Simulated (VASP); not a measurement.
Wanted: the native input for a VASP 6.6.1 run.

```yaml
Task: single point
Functional: LDA
Potentials_or_basis: VASP PAW LDA potentials, release 64 (Li_sv)
Cutoff: 520 eV
k_mesh: 8 × 8 × 11
Occupations: fermi-dirac, width 0.05 eV
Spin: no spin polarisation
Dipole_correction: no
Further_INCAR_settings: ALGO = Normal; EDIFF = 1e-07; NBANDS = 12
```

The structure of Li lies in POSCAR:

```
Li
1.0
    4.7042417567      0.0000000000      0.0000000000
   -2.3521208784      4.0739928669      0.0000000000
    0.0000000000      0.0000000000      2.7539433349
Li
3
Direct
    0.0000000000      0.0000000000      0.0000000000
    0.3333333333      0.6666666667      0.5000000000
    0.6666666667      0.3333333333      0.5000000000
```

These files were run (other wordings do the same):

INCAR

```
SYSTEM = Li
  PREC = Accurate
  ENCUT = 520
  EDIFF = 1E-7
  ISMEAR = -1
  SIGMA = 0.05
  LREAL = .False.
  LASPH = .True.
  NELM = 60
  ALGO = Normal
  ISIF = 2
  LWAVE = .False.
  LCHARG = .False.
  GGA = CA
  NBANDS = 12
```

KPOINTS

```
Automatic mesh
0
Gamma
  8 8 11
  0 0 0
```

Potentials or basis: VASP PAW LDA potentials, release 64 (Li_sv).

Command:

```sh
$ cat potpaw_LDA.64/Li_sv/POTCAR > POTCAR
$ mpirun -np 1 vasp_std > vasp.out
```

Run time: 15 s on 1 thread of AMD EPYC 9R45 96-Core Processor (Zen 5) (shared host), peak memory 0.12 GiB.
